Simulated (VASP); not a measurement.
# ZnO: single point with LDA

Crystal: ZnO.

```xyz
2
Lattice="0.0000 2.2306 2.0521 2.2306 0.0000 2.0521 2.2306 2.2306 0.0000" Properties=species:S:1:pos:R:3 pbc="T T T"
Zn    0.0000    0.0000    0.0000
O     2.2306    2.2306    2.0521
```

This cell differs from its parent crystal: ratio of the length along z to the lengths across it x 0.92, volume and fractional coordinates fixed.

- Program: VASP 6.6.1
- Task: single point
- Functional: LDA
- Potentials or basis: VASP PAW LDA potentials, release 64 (Zn, O)
- Cutoff: 520 eV
- k mesh: 12 × 12 × 12
- Occupations: gaussian, width 0.05 eV
- Spin: no spin polarisation
- Dipole correction: no
- Further INCAR settings: ALGO = Normal; EDIFF = 1e-06; NBANDS = 16

| Quantity | Value |
| --- | --- |
| Pressure | -12.1 GPa |
| Band gap on the k mesh | 0.56 eV, indirect (least direct gap 1.84 eV) |

Stress tensor (GPa, compression positive):
```
-13.55   0.00   0.00
  0.00 -13.55   0.00
  0.00   0.00  -9.31
```

Levels at points of the mesh, in eV from the valence-band top:
```
           k point  band 5  band 6  band 7  band 8  band 9  band 10  band 11  band 12  band 13  band 14
(0.00, 0.00, 0.00)   -5.00   -4.87   -1.79   -1.29   -1.29     0.56    17.34    17.34    17.46    17.46
(0.50, 0.00, 0.00)   -4.77   -4.67   -3.84   -0.40    0.00     5.03     8.45    11.35    13.17    18.46
(0.50, 0.50, 0.00)   -4.60   -4.60   -4.19   -3.01   -3.01     3.68    10.22    10.86    13.91    13.91
(0.50, 0.00, 0.50)   -4.69   -4.57   -4.32   -3.14   -2.34     3.72     9.70    11.28    14.15    15.76
```

Wall time 99 s on 1 thread of AMD EPYC 7R13, on a shared host, peak memory 0.14 GiB.

 A k mesh can miss the band edges.
